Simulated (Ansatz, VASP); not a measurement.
## Two plane-wave programs on Mg2Te3O

```
Mg Te O
1.0
     4.13397    2.38675    2.93526
    -4.13397    2.38675    2.93526
     0.00000   -4.77349    2.93526
Mg Te O
2 3 1
Direct
  0.77080 0.77080 0.77080
  0.22920 0.22920 0.22920
  0.00000 0.50000 0.00000
  0.00000 0.00000 0.50000
  0.50000 0.00000 0.00000
  0.50000 0.50000 0.50000
```

Change from the starting cell: species swapped into the Ag3AuS2 type (R-3m, No. 166).

Alike in both runs: task single point; functional PBE; k mesh 3 × 3 × 3; occupations gaussian, width 0.1 eV; no spin polarisation.

|  | VASP | Ansatz |
| --- | --- | --- |
| version | VASP 6.6.1 | Ansatz 0.2.0 |
| potentials or method | VASP PAW PBE potentials, release 64 (Mg, Te, O), cutoff 520 eV | scalar-relativistic, plane waves, PAW |
| valence electrons in the cell | 28 | 74 |

```tsv
	VASP	Ansatz	Ansatz less VASP
gap on the k mesh at the Fermi level (eV)	none	none	-
pressure (GPa)	6.1	6.1	+0.01
traceless stress, the component that is largest in VASP (GPa)	-16.18	-16.17	+0.014
rms of the force components (eV/Å)	1.174	1.173	-0.0012
```

Atom by atom the forces differ by 0.001 eV/Å (rms over components). A gap of «none» marks a metal or a gap that the smearing closes. VASP's potentials hold 28 valence electrons a cell and Ansatz's 74, so a difference there can come from the potentials and not from the codes.

The k mesh is coarse, so the values compare programs but aren't converged. Spin-orbit coupling is off throughout.
